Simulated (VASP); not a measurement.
# SiC (P6_3mc) in VASP: further runs

Runs on SiC. Level: PBE. Tasks: single point.

All numbers are computed with VASP 6.6.1; they aren't measurements. Logs are shortened: lines on timing, memory, paths and dates and some standing lists are left out, and cuts for length are marked.

### Step 1. The cell of the first run

Symmetry: P6_3mc, No. 186, hexagonal system. The conventional cell has a = 3.078 Å, b = 3.078 Å, c = 9.774 Å, α = 90.00°, β = 90.00°, γ = 120.00°. Within 2.5 Å of Si (site symmetry 3m) lie 4 C at 1.85 to 1.87 Å. Within 2.5 Å of Si (site symmetry 3m) lie 4 C at 1.85 to 1.87 Å. C (site symmetry 3m) has 4 Si at 1.85 to 1.87 Å within 2.5 Å. C (site symmetry 3m) has 4 Si at 1.85 to 1.87 Å within 2.5 Å.

### Step 2. Single point, PBE (uniaxial z strain -3.0%)

File INCAR:

```
SYSTEM = SiC
ALGO = Normal ; EDIFF = 1E-7
ENCUT = 520 ; GGA = PE
ISIF = 2 ; ISMEAR = -1
LASPH = .TRUE. ; LCHARG = .FALSE.
LREAL = .FALSE. ; LWAVE = .FALSE.
NBANDS = 26 ; NELM = 60
PREC = Accurate ; SIGMA = 0.02
```

File KPOINTS:

```
k-points
0
G
  12 12 4
  0 0 0
```

File POSCAR:

```
SiC
1.0
    3.0775550330      0.0000000000      0.0000000000
   -1.5387775165      2.6652408402      0.0000000000
    0.0000000000      0.0000000000      9.7744211025
Si C
4 4
Direct
    0.0000000000      0.0000000000     -0.0011227696
    0.3333333333      0.6666666667      0.2491302633
    0.0000000000      0.0000000000      0.4988772304
    0.6666666667      0.3333333333      0.7491302633
    0.0000000000      0.0000000000      0.1881064928
    0.3333333333      0.6666666667      0.4388860135
    0.0000000000      0.0000000000      0.6881064928
    0.6666666667      0.3333333333      0.9388860135
```

Potentials or basis: VASP PAW PBE potentials, release 64 (Si, C).

Command:

```bash
cat potpaw_PBE.64/Si/POTCAR potpaw_PBE.64/C/POTCAR > POTCAR
mpirun -np 1 vasp_std > vasp.out
```

OUTCAR:

```text
SYSTEM = SiC
   EDIFF = 1E-7
   ENCUT = 520
   GGA = PE
   ISIF = 2
   ISMEAR = -1
   LASPH = .TRUE.
   LREAL = .FALSE.
   NELM = 60
   PREC = Accurate

 ion  position               nearest neighbor table
   1  0.000  0.000  0.999-   5 1.85   8 1.87   8 1.87   8 1.87   4 3.02   4 3.02   4 3.02   2 3.02
                             2 3.02   2 3.02
   2  0.333  0.667  0.249-   6 1.85   5 1.87   5 1.87   5 1.87   3 3.02   3 3.02   3 3.02   1 3.02
                             1 3.02   1 3.02
   3  0.000  0.000  0.499-   7 1.85   6 1.87   6 1.87   6 1.87   2 3.02   2 3.02   2 3.02   4 3.02
                             4 3.02   4 3.02
   4  0.667  0.333  0.749-   8 1.85   7 1.87   7 1.87   7 1.87   1 3.02   1 3.02   1 3.02   3 3.02
                             3 3.02   3 3.02
   5  0.000  0.000  0.188-   1 1.85   2 1.87   2 1.87   2 1.87
   6  0.333  0.667  0.439-   2 1.85   3 1.87   3 1.87   3 1.87
   7  0.000  0.000  0.688-   3 1.85   4 1.87   4 1.87   4 1.87
   8  0.667  0.333  0.939-   4 1.85   1 1.87   1 1.87   1 1.87

  LATTYP: Found a hexagonal cell.
 ALAT       =     3.0775550330
 C/A-ratio  =     3.1760345462

  Lattice vectors:

 A1 = (   3.0775550330,   0.0000000000,   0.0000000000)
 A2 = (  -1.5387775165,   2.6652408402,   0.0000000000)
 A3 = (   0.0000000000,   0.0000000000,   9.7744211025)

Analysis of symmetry for initial positions (statically):
=====================================================================
 Subroutine PRICEL returns:
 Original cell was already a primitive cell.

 Routine SETGRP: Setting up the symmetry group for a
 hexagonal supercell.

 Subroutine GETGRP returns: Found 12 space group operations
 (whereof  6 operations were pure point group operations)
 out of a pool of 24 trial point group operations.

The static configuration has the point symmetry C_3v.
 The point group associated with its full space group is C_6v.

Analysis of symmetry for dynamics (positions and initial velocities):
=====================================================================
 Subroutine PRICEL returns:
 Original cell was already a primitive cell.

 Routine SETGRP: Setting up the symmetry group for a
 hexagonal supercell.

 Subroutine GETGRP returns: Found 12 space group operations
 (whereof  6 operations were pure point group operations)
 out of a pool of 24 trial point group operations.

The dynamic configuration has the point symmetry C_3v.
 The point group associated with its full space group is C_6v.

 Subroutine INISYM returns: Found 12 space group operations
 (whereof  6 operations are pure point group operations),
 and found     1 'primitive' translations

----------------------------------------------------------------------------------------

                                     Primitive cell

  volume of cell :      80.1740

  direct lattice vectors                    reciprocal lattice vectors
     3.077555033  0.000000000  0.000000000     0.324933263  0.187600307  0.000000000
    -1.538777516  2.665240840  0.000000000     0.000000000  0.375200614  0.000000000
     0.000000000  0.000000000  9.774421102     0.000000000  0.000000000  0.102307849

  length of vectors
     3.077555033  3.077555033  9.774421102     0.375200614  0.375200614  0.102307849

  position of ions in fractional coordinates (direct lattice)
     0.000000000  0.000000000  0.998877230
     0.333333333  0.666666667  0.249130263
     0.000000000  0.000000000  0.498877230
     0.666666667  0.333333333  0.749130263
     0.000000000  0.000000000  0.188106493
     0.333333333  0.666666667  0.438886014
     0.000000000  0.000000000  0.688106493
     0.666666667  0.333333333  0.938886014

  ion indices of the primitive-cell ions
   primitive index   ion index
                 1           1
                 2           2
                 3           3
                 4           4
                 5           5
                 6           6
                 7           7
                 8           8

----------------------------------------------------------------------------------------

 KPOINTS: k-points

Automatic generation of k-mesh.
 Grid dimensions read from file:
 generate k-points for:   12   12    4

 Generating k-lattice:

  Cartesian coordinates                     Fractional coordinates (reciprocal lattice)
     0.027077772  0.015633359  0.000000000     0.083333333 -0.000000000  0.000000000
     0.000000000  0.031266718  0.000000000     0.000000000  0.083333333  0.000000000
     0.000000000  0.000000000  0.025576962     0.000000000  0.000000000  0.250000000

  Length of vectors
     0.031266718  0.031266718  0.025576962

  Shift w.r.t. Gamma in fractional coordinates (k-lattice)
     0.000000000  0.000000000  0.000000000

 Subroutine IBZKPT returns following result:
 ===========================================

 Found     57 irreducible k-points:

 Following reciprocal coordinates:
            Coordinates               Weight
  0.000000  0.000000  0.000000      1.000000
  0.083333  0.000000  0.000000      6.000000
  0.166667  0.000000  0.000000      6.000000
  0.250000 -0.000000  0.000000      6.000000
  0.333333 -0.000000  0.000000      6.000000
  0.416667  0.000000  0.000000      6.000000
[... 16 lines left out ...]
  0.250000 -0.000000  0.250000     12.000000
  0.333333 -0.000000  0.250000     12.000000
 [... further k-points ...]
   k-points           NKPTS =     57   k-points in BZ     NKDIM =     57   number of bands    NBANDS=     26
   number of dos      NEDOS =    301   number of ions     NIONS =      8
   total plane-waves  NPLWV =  46080
   dimension x,y,z NGX =    24 NGY =   24 NGZ =   80
   dimension x,y,z NGXF=    48 NGYF=   48 NGZF=  160
   ions per type =               4   4
   NGX,Y,Z   is equivalent  to a cutoff of  12.96, 12.96, 13.61 a.u.
   NGXF,Y,Z  is equivalent  to a cutoff of  25.93, 25.93, 27.21 a.u.
 SYSTEM =  SiC
   PREC   = accura    normal or accurate (medium, high low for compatibility)
   ISTART =      0    job   : 0-new  1-cont  2-samecut
   ICHARG =      2    charge: 1-file 2-atom 10-const
   ISPIN  =      1    spin polarized calculation?
   LNONCOLLINEAR =      F non collinear calculations
   LSORBIT =      F    spin-orbit coupling
   LASPH  =      T    aspherical Exc in radial PAW
   ENCUT  =  520.0 eV  38.22 Ry    6.18 a.u.   5.72  5.72 18.17*2*pi/ulx,y,z
   NELM   =     60;   NELMIN=  2; NELMDL= -5     # of ELM steps
   EDIFF  = 0.1E-06   stopping-criterion for ELM
   LREAL  =      F    real-space projection
   EDIFFG = 0.1E-05   stopping-criterion for IOM
   NSW    =      0    number of steps for IOM
   IBRION =     -1    ionic relax: 0-MD 1-quasi-New 2-CG
   NFREE  =      0    steps in history (QN), initial steepest desc. (CG)
   ISIF   =      2    stress and relaxation
   ISYM   =      2    0-nonsym 1-usesym 2-fastsym
   POTIM  = 0.5000    time-step for ionic-motion
   TEBEG  =    0.0;   TEEND  =   0.0 temperature during run
   PSTRESS=    0.0 pullay stress
   NELECT =      32.0000    total number of electrons
   NUPDOWN=      -1.0000    fix difference up-down
   EMIN   =  10.00;   EMAX   =-10.00  energy-range for DOS
   EFERMI =   0.00;   METHOD = LEGACY
   ISMEAR =    -1;   SIGMA  =   0.02  broadening in eV -4-tet -1-fermi 0-gaus
   EFERMI_NEDOS =   21; number of points for ismear=-14 and -15
   IALGO  =     38    algorithm
   IMIX   =      4    mixing-type and parameters
     AMIX     =   0.40;   BMIX     =  1.00
     AMIX_MAG =   1.60;   BMIX_MAG =  1.00
  volume/ion in A,a.u.               =      10.02        67.63
  Fermi-wavevector in a.u.,A,eV,Ry     =   1.205352  2.277784 19.767527  1.452872
  Thomas-Fermi vector in A             =   2.341050
   LORBIT       =      0    0 simple, 1 ext, 2 COOP (PROOUT), +10 PAW based schemes
   GGA     = PE    functional components
   LHFCALC =     F    Hartree Fock is set to
   AEXX    =    0.0000 exact exchange contribution
   IVDW    =     0    specifies the selected vdW correction
   LEPSILON=     F    determine dielectric tensor
   LRPA    =     F    only Hartree local field effects (RPA)
 non-spin polarized calculation
  energy-cutoff  :      520.00
  volume of cell :       80.17
 maximum number of plane-waves:      2176
 NGX is ok and might be reduce to    24
   NGX = 11   NGY = 11   NGZ = 37

 number of electron      31.9999999 magnetization

 Free energy of the ion-electron system (eV)
  ---------------------------------------------------
  ext. energy  EPLUGINS =         0.00000000
  ---------------------------------------------------
  free energy    TOTEN  =       -60.04781772 eV

  energy without entropy =      -60.04781772  energy(sigma->0) =      -60.04781772

 E-fermi :   9.1434     XC(G=0): -11.4918

 val. band max:        8.6991170867   @ k =   0.0000   0.0000   0.0000
 cond. band min:      10.7641427687   @ k =   0.5000  -0.0000   0.0000
 fundamental gap:      2.0650256820
 Fermi energy:         9.1433614703

 k-point     1 :       0.0000    0.0000    0.0000
  band No.  band energies     occupation
      1      -7.1987      2.00000
      2      -5.9358      2.00000
      3      -5.8890      2.00000
      4      -3.2844      2.00000
      5      -0.1388      2.00000
      6       4.3814      2.00000
[... 18 lines left out ...]
     25      16.5710      0.00000
     26      16.5988      0.00000

 k-point     2 :       0.0833    0.0000    0.0000
  band No.  band energies     occupation
      1      -7.0779      2.00000
      2      -5.8194      2.00000
      3      -5.7718      2.00000
      4      -3.1852      2.00000
      5      -0.0273      2.00000
      6       4.3999      2.00000
[... 18 lines left out ...]
     25      16.2437      0.00000
     26      16.6659      0.00000

 k-point     3 :       0.1667    0.0000    0.0000
  band No.  band energies     occupation
      1      -6.7183      2.00000
      2      -5.4741      2.00000
      3      -5.4240      2.00000
      4      -2.8978      2.00000
      5       0.2980      2.00000
      6       4.2477      2.00000
[... 18 lines left out ...]
     25      16.5967      0.00000
     26      16.8743      0.00000

 k-point     4 :       0.2500   -0.0000    0.0000
  band No.  band energies     occupation
      1      -6.1304      2.00000
      2      -4.9156      2.00000
      3      -4.8601      2.00000
      4      -2.4653      2.00000
      5       0.7887      2.00000
      6       3.0654      2.00000
[... 18 lines left out ...]
     25      17.2876      0.00000
     26      17.5782      0.00000

 k-point     5 :       0.3333   -0.0000    0.0000
  band No.  band energies     occupation
      1      -5.3392      2.00000
      2      -4.1864      2.00000
      3      -4.1191      2.00000
      4      -2.0271      2.00000
      5       1.1002      2.00000
      6       1.6998      2.00000
[... 18 lines left out ...]
     25      17.7626      0.00000
     26      18.1031      0.00000

 k-point     6 :       0.4167    0.0000    0.0000
  band No.  band energies     occupation
      1      -4.4159      2.00000
      2      -3.4340      2.00000
      3      -3.3248      2.00000
      4      -1.9581      2.00000
      5       0.3328      2.00000
      6       0.7153      2.00000
[... 427 lines left out ...]
 k-point    21 :       0.0833    0.0000    0.2500
  band No.  band energies     occupation
      1      -6.9961      2.00000
      2      -6.3492      2.00000
      3      -5.1086      2.00000
      4      -3.5673      2.00000
      5       0.4791      2.00000
      6       2.9742      2.00000
[... 18 lines left out ...]
     25      16.3899      0.00000
     26      16.4692      0.00000

 k-point    22 :       0.1667    0.0000    0.2500
  band No.  band energies     occupation
      1      -6.6372      2.00000
      2      -5.9965      2.00000
      3      -4.7713      2.00000
      4      -3.2644      2.00000
      5       0.7761      2.00000
      6       3.0910      2.00000
[... 18 lines left out ...]
     25      16.7293      0.00000
     26      16.7409      0.00000

 k-point    23 :       0.2500   -0.0000    0.2500
  band No.  band energies     occupation
      1      -6.0507      2.00000
      2      -5.4227      2.00000
      3      -4.2297      2.00000
      4      -2.7986      2.00000
      5       1.1822      2.00000
      6       2.7734      2.00000
[... 18 lines left out ...]
     25      17.4548      0.00000
     26      17.6250      0.00000

 k-point    24 :       0.3333   -0.0000    0.2500
  band No.  band energies     occupation
      1      -5.2624      2.00000
      2      -4.6604      2.00000
      3      -3.5386      2.00000
      4      -2.2860      2.00000
      5       1.1477      2.00000
      6       1.6401      2.00000
[... 18 lines left out ...]
     25      17.4889      0.00000
     26      17.9824      0.00000

 [... further k-points ...]

------------------------ aborting loop because EDIFF is reached ----------------------------------------

  FORCE on cell =-STRESS in cart. coord.  units (eV):
  Direction    XX          YY          ZZ          XY          YZ          ZX
  --------------------------------------------------------------------------------------
  -------------------------------------------------------------------------------------
  Total        2.7811567      2.7811567     10.6011965      0.0000000      0.0000000     -0.0000000
  in kB       55.5779739     55.5779739    211.8517884      0.0000000      0.0000000     -0.0000000
  external PRESSURE =     107.6692454 kB  Pullay stress =       0.0000000 kB

 VOLUME and BASIS-vectors are now :
 -----------------------------------------------------------------------------
  energy-cutoff  :      520.00
  volume of cell :       80.17
      direct lattice vectors                 reciprocal lattice vectors
     3.077555033  0.000000000  0.000000000     0.324933263  0.187600307  0.000000000
    -1.538777516  2.665240840  0.000000000     0.000000000  0.375200614  0.000000000
     0.000000000  0.000000000  9.774421102     0.000000000  0.000000000  0.102307849

 POSITION                                       TOTAL-FORCE (eV/Angst)
 -----------------------------------------------------------------------------------
      0.00000      0.00000      9.76345        -0.000000      0.000000     -0.039097
     -0.00000      1.77683      2.43510        -0.000000     -0.000000     -0.030512
      0.00000      0.00000      4.87624         0.000000     -0.000000     -0.039097
      1.53878      0.88841      7.32231         0.000000      0.000000     -0.030512
      0.00000      0.00000      1.83863         0.000000     -0.000000      0.039940
     -0.00000      1.77683      4.28986        -0.000000      0.000000      0.029670
      0.00000      0.00000      6.72584        -0.000000      0.000000      0.039940
      1.53878      0.88841      9.17707         0.000000     -0.000000      0.029670
 -----------------------------------------------------------------------------------
    total drift:                                0.000000      0.000000      0.000119

  FREE ENERGIE OF THE ION-ELECTRON SYSTEM (eV)
  ---------------------------------------------------
  free  energy   TOTEN  =       -60.0478177176 eV

  energy  without entropy=      -60.0478177176  energy(sigma->0) =      -60.04781772
```

Wall time 57 s (1 thread of Intel Xeon 6975P-C (Granite Rapids), shared host); peak memory 0.23 GiB.

Results:

```yaml
Free_energy: -60.0478 eV
Pressure: 10.8 GPa
Largest_force: 0.040 eV/Å
Band_gap_on_the_k_mesh: 2.06 eV (least direct gap 3.35 eV)
```

Forces in eV/Å, atoms in the order of the input:
```
Si   0.000  0.000 -0.039
Si   0.000  0.000 -0.031
Si   0.000  0.000 -0.039
Si   0.000  0.000 -0.031
C    0.000  0.000  0.040
C    0.000  0.000  0.030
C    0.000  0.000  0.040
C    0.000  0.000  0.030
```

Levels at points of the mesh, in eV from the valence-band top:
```csv
k point,band 12,band 13,band 14,band 15,band 16,band 17,band 18,band 19,band 20,band 21
"(0.00, 0.00, 0.00)",-0.90,-0.90,-0.25,-0.25,0.00,4.74,5.37,6.11,6.51,6.71
"(0.50, 0.00, 0.00)",-2.71,-2.68,-2.22,-1.60,-1.29,2.06,2.16,4.03,4.94,5.33
"(0.00, 0.00, 0.50)",-1.41,-0.48,-0.48,-0.48,-0.48,4.97,4.97,6.58,6.58,6.83
"(0.50, 0.00, 0.50)",-3.40,-2.60,-2.60,-1.78,-1.78,2.40,2.40,4.19,4.19,6.28
```

Caveat: the cell differs from its parent crystal (uniaxial z strain -3.0%); the cell stands under pressure. A k mesh can miss the band edges.

(Part 1 of 3 ends here.)
